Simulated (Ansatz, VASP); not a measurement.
## SnO: VASP beside Ansatz

The input INCAR:

```
SYSTEM = SnO
PREC = Accurate ; ENCUT = 600
EDIFF = 1E-7 ; ISMEAR = -1
SIGMA = 0.05 ; LREAL = .False.
LASPH = .True. ; NELM = 60
ALGO = Normal ; ISIF = 3
LWAVE = .False. ; LCHARG = .False.
GGA = B5 ; ALDAX = 1.0
AGGAX = 1.0 ; AGGAC = 1.0
ALDAC = 0.0 ; IVDW = 13
VDW_S6 = 1.0 ; VDW_S8 = 2.34076671
VDW_A1 = 0.44488865 ; VDW_A2 = 4.0933009
IBRION = 2 ; NSW = 60
EDIFFG = -0.01
```

Contents of KPOINTS:

```
Automatic mesh
0
Gamma
  7 7 6
  0 0 0
```

File POSCAR:

```
SnO
1.0
    3.8136952200      0.0000000000      0.0000000000
    0.0000000000      3.8136952200      0.0000000000
    0.0000000000      0.0000000000      4.8869133000
Sn O
2 2
Direct
    0.5000000000      0.0000000000      0.7646261400
    0.0000000000      0.5000000000      0.2353738600
    0.0000000000      0.0000000000      0.0000000000
    0.5000000000      0.5000000000      0.0000000000
```

File input.yaml:

```yaml
crystal:
  lattice:
    - [3.81369522, 0.0, 0.0]
    - [0.0, 3.81369522, 0.0]
    - [0.0, 0.0, 4.8869133]
  atoms:
    - { symbol: Sn, position: [0.5, 0.0, 0.76462614] }
    - { symbol: Sn, position: [0.0, 0.5, 0.23537386] }
    - { symbol: O, position: [0.0, 0.0, 0.0] }
    - { symbol: O, position: [0.5, 0.5, 0.0] }
hamiltonian:
  xc: blyp
  pseudopotentials: { kind: paw }
  dispersion: d4
kpoints:
  mp_grid: { grid: [7, 7, 6] }
scf:
  occupations: { method: fermi_dirac, width: 0.05 }
output:
  forces: true
  stress: true
  eigenvalues: true
  write_density: true
  write_potential: true
  elf: true
  volumetric_format: npy
relax:
  f_tol: 0.01
  max_steps: 40
  cell: { stress_tol: 0.05 }
```

Alike in both runs: task relaxation of cell and atoms; functional BLYP; dispersion D4; k mesh 7 × 7 × 6; occupations fermi-dirac, width 0.05 eV; no spin polarisation.

|  | VASP | Ansatz |
| --- | --- | --- |
| version | VASP 6.6.1 | Ansatz 0.2.0 |
| potentials or method | VASP PAW PBE potentials, release 64 (Sn_d, O) | Ansatz PAW |
| plane-wave cutoff (eV) | 600 | 420 |
| valence electrons in the cell | 40 | 40 |

Ansatz gave:

* gap on the k mesh at the Fermi level, each at its own relaxed structure (eV): 0.67
* relaxed volume (Å³/atom): 18.24
* relaxed length of the cell vector where the two differ most in proportion (Å): 4.850

Q: What did VASP give for the same quantities?

A: gap on the k mesh at the Fermi level, each at its own relaxed structure (eV): 0.61; relaxed volume (Å³/atom): 18.18; relaxed length of the cell vector where the two differ most in proportion (Å): 4.834.

VASP's potentials were made for PBE, not for BLYP.

Noted on Ansatz's run: odd divisions of the mesh miss points on the zone boundary, where band edges often lie, so the gap on the mesh can be too wide; the plane-wave basis is chosen anew once the cell has moved, so the energies of steps on either side of that aren't comparable.
